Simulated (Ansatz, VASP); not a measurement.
## One calculation of Cs2AgMoF6, two programs

```xyz
10
Lattice="0.0000 4.5964 4.5964 4.5964 0.0000 4.5964 4.5964 4.5964 0.0000" Properties=species:S:1:pos:R:3 pbc="T T T"
Cs    2.2982    2.2982    2.2982
Cs    6.8946    6.8946    6.8946
Ag    4.5964    4.5964    4.5964
Mo    0.0000    0.0000    0.0000
F     4.5964    4.5964    2.0934
F     7.0994    4.5964    4.5964
F     4.5964    4.5964    7.0994
F     4.5964    2.0934    4.5964
F     4.5964    7.0994    4.5964
F     2.0934    4.5964    4.5964
```

Alike in both runs: task single point; functional PBE; k mesh 4 × 4 × 4; occupations gaussian, width 0.05 eV; collinear spin; Hubbard terms Mo d U = 4.38 eV.

|  | VASP | Ansatz |
| --- | --- | --- |
| version | VASP 6.6.1 | Ansatz 0.2.0 |
| potentials or method | VASP PAW PBE potentials, release 64 (Cs_sv, Ag, Mo_sv, F), cutoff 520 eV | scalar-relativistic, plane waves, PAW |
| valence electrons in the cell | 85 | 93 |

Ansatz gave:

```
gap on the k mesh at the Fermi level (eV)                     : 2.96
least direct gap on the mesh (eV)                             : 2.96
pressure (GPa)                                                : 0.0
rms of the force components (eV/Å)                            : 0.002
net moment per atom (μB)                                      : 0.30
size of the moment on the site where the two differ most (μB) : 1.78
```

Which values does VASP return?

gap on the k mesh at the Fermi level (eV): 2.75; least direct gap on the mesh (eV): 2.75; pressure (GPa): 0.5; rms of the force components (eV/Å): 0.077; net moment per atom (μB): 0.30; size of the moment on the site where the two differ most (μB): 2.71.

Site moments also hang on the region over which each program counts them. The programs project onto different local orbitals, so the same U acts differently, and such runs can settle in different states. Atom by atom the forces differ by 0.075 eV/Å (rms over components). VASP's potentials hold 85 valence electrons a cell and Ansatz's 93, so a difference there can come from the potentials and not from the codes.

Spin-orbit coupling is off throughout.
